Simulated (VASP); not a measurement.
MnAlGe, 6 atoms in the cell. Symmetry: P4/nmm, No. 129, tetragonal system. The conventional cell has a = 3.848 Å, b = 3.848 Å, c = 5.826 Å, α = 90.00°, β = 90.00°, γ = 90.00°. Within 3.3 Å of Mn (site symmetry -4m2) lie 4 Ge at 2.50 Å and 4 Al at 2.58 Å and 4 Mn at 2.72 Å. Al (site symmetry 4mm) has 6 Ge at 2.52 to 3.31 Å and 4 Mn at 2.58 Å within 3.4 Å. Within 3.4 Å of Ge (site symmetry 4mm) lie 4 Mn at 2.50 Å and 6 Al at 2.52 to 3.31 Å. 

```yaml
Program: VASP 6.6.1
Task: single point
Functional: PBEsol
Potentials_or_basis: VASP PAW PBE potentials, release 64 (Mn_pv, Al, Ge_d)
Cutoff: 520 eV
k_mesh: 10 × 10 × 6
Occupations: gaussian, width 0.1 eV
Spin: collinear spin, ferromagnetic start
Starting_moments: "[1.92, 1.92, 0.0, 0.0, 0.0, 0.0] μB"
Dipole_correction: no
Further_INCAR_settings: ALGO = Fast; EDIFF = 1e-06; NBANDS = 43
```

Potentials or basis: VASP PAW PBE potentials, release 64 (Mn_pv, Al, Ge_d).

Launch:

```console
$ cat potpaw_PBE.64/Mn_pv/POTCAR potpaw_PBE.64/Al/POTCAR potpaw_PBE.64/Ge_d/POTCAR > POTCAR
$ mpirun -np 1 vasp_std > vasp.out
```

Hardware: 1 thread of Intel(R) Xeon(R) 6975P-C (Granite Rapids), with other jobs on the host.

**Question.** How long does it take, and how much memory?

**Answer.** Wall time 5.4 min on 1 thread of Intel(R) Xeon(R) 6975P-C (Granite Rapids), with other jobs on the host, peak memory 0.55 GiB. Counts: scf iterations 16, k points 84.
